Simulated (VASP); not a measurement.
B, 1 atom in the cell. The structure is hexagonal, space group P6/mmm (No. 191). The conventional cell has a = 1.728 Å, b = 1.728 Å, c = 3.581 Å, α = 90.00°, β = 90.00°, γ = 120.00°. B (site symmetry 6/mmm) has 6 B at 1.73 Å within 2.3 Å.  This cell differs from its parent crystal: strain +0.015 along x and y, -0.015 along z.

```yaml
Program: VASP 6.6.1
Task: single point
Functional: PBEsol
Potentials_or_basis: VASP PAW PBE potentials, release 64 (B)
Cutoff: 520 eV
k_mesh: 33 × 33 × 14
Occupations: gaussian, width 0.15 eV
Spin: no spin polarisation
Dipole_correction: no
Further_INCAR_settings: ALGO = Normal; EDIFF = 1e-06; NBANDS = 8
```

Potentials or basis: VASP PAW PBE potentials, release 64 (B).

Launch:

```sh
$ cat potpaw_PBE.64/B/POTCAR > POTCAR
$ mpirun -np 1 vasp_std > vasp.out
```

Hardware: 1 thread of Intel Xeon 6975P-C, with other jobs on the host.

Task: How long does it take, and how much memory?

Result: Run time: 31 s on 1 thread of Intel Xeon 6975P-C, on a shared host, peak memory 0.16 GiB. Counts: scf iterations 12, k points 864.
